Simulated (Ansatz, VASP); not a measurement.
# CoMo: VASP beside Ansatz

Contents of INCAR:

```
  PREC = Accurate
  ENCUT = 520
  EDIFF = 1E-6
  ISMEAR = -1
  SIGMA = 0.05
  LREAL = F
  LASPH = T
  NELM = 100
  ALGO = Normal
  ISIF = 2
  LWAVE = F
  LCHARG = F
  NBANDS = 18
```

The input KPOINTS:

```
regular mesh
0
Gamma
  14 14 8
```

Contents of POSCAR:

```
CoMo
1.0
    2.6949279053      0.0000000000      0.0000000000
   -1.3474639526      2.3338760273      0.0000000000
    0.0000000000      0.0000000000      4.1836180000
Co Mo
1 1
Direct
    0.6666666667      0.3333333333      0.5000000000
    0.3333333333      0.6666666667      0.0000000000
```

Input for Ansatz:

```yaml
crystal:
  lattice:
    - [2.6949279053, 0.0, 0.0]
    - [-1.3474639526, 2.3338760273, 0.0]
    - [0.0, 0.0, 4.183618]
  atoms:
    - { symbol: Co, position: [0.6666666667, 0.3333333333, 0.5] }
    - { symbol: Mo, position: [0.3333333333, 0.6666666667, 0.0] }
kpoints:
  mp_grid: { grid: [14, 14, 8] }
scf:
  occupations: { method: fermi_dirac, width: 0.05 }
hamiltonian:
  xc: lda
  pseudopotentials: { kind: paw }
output:
  forces: true
  stress: true
  eigenvalues: true
```

Alike in both runs: task single point; functional LDA; k mesh 14 × 14 × 8; occupations fermi-dirac, width 0.05 eV; no spin polarisation.

|  | VASP | Ansatz |
| --- | --- | --- |
| version | VASP 6.6.1 | Ansatz 0.2.0 |
| potentials or method | VASP PAW LDA potentials, release 64 (Co, Mo_sv) | PAW with Ansatz's default frozen-core files, scalar-relativistic |
| plane-wave cutoff (eV) | 520 | 420 |
| valence electrons in the cell | 23 | 31 |

VASP gave:

| Quantity | Value |
| --- | --- |
| pressure (GPa) | -12.8 |
| traceless stress, the component that is largest in VASP (GPa) | -0.58 |

Q: Which values does Ansatz return?

A: Pressure (GPa): -13.5; traceless stress, the component that is largest in VASP (GPa): -0.09.

LDA's correlation is that of Perdew and Zunger in VASP and of Perdew and Wang (1992) in Ansatz. VASP's potentials hold 23 valence electrons a cell and Ansatz's 31, so a difference there can come from the potentials and not from the codes.
